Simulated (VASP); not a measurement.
Wanted: the native input for a VASP 6.6.1 run.

```yaml
Task: single point
Functional: PBE
Potentials_or_basis: VASP PAW PBE potentials, release 64 (In_d)
Cutoff: 520 eV
k_mesh: 8 × 8 × 8
Occupations: gaussian, width 0.05 eV
Spin: no spin polarisation
Dipole_correction: no
Further_INCAR_settings: ALGO = Normal; EDIFF = 1e-06; NBANDS = 12
```

The structure of In lies in POSCAR:

```
In
1.0
    0.0000000000      2.3954566354      2.3954566354
    2.3954566354      0.0000000000      2.3954566354
    2.3954566354      2.3954566354      0.0000000000
In
1
Direct
    0.0000000000      0.0000000000      0.0000000000
```

One way to write it, as run:

INCAR

```
SYSTEM = In
PREC = Accurate
ENCUT = 520
EDIFF = 1E-6
ISMEAR = 0
SIGMA = 0.05
LREAL = .FALSE.
LASPH = .TRUE.
NELM = 60
ALGO = Normal
ISIF = 2
LWAVE = .FALSE.
LCHARG = .FALSE.
GGA = PE
NBANDS = 12
```

KPOINTS

```
Automatic mesh
0
G
  8 8 8
  0 0 0
```

Potentials or basis: VASP PAW PBE potentials, release 64 (In_d).

The run is started by

```console
$ cat potpaw_PBE.64/In_d/POTCAR > POTCAR
$ mpirun -np 1 vasp_std > vasp.out
```

It gave:

- Pressure: 0.0 GPa

Wall time 6.7 s on 1 thread of AMD EPYC 7R13 Processor (Zen 3) (shared host), peak memory 0.12 GiB.
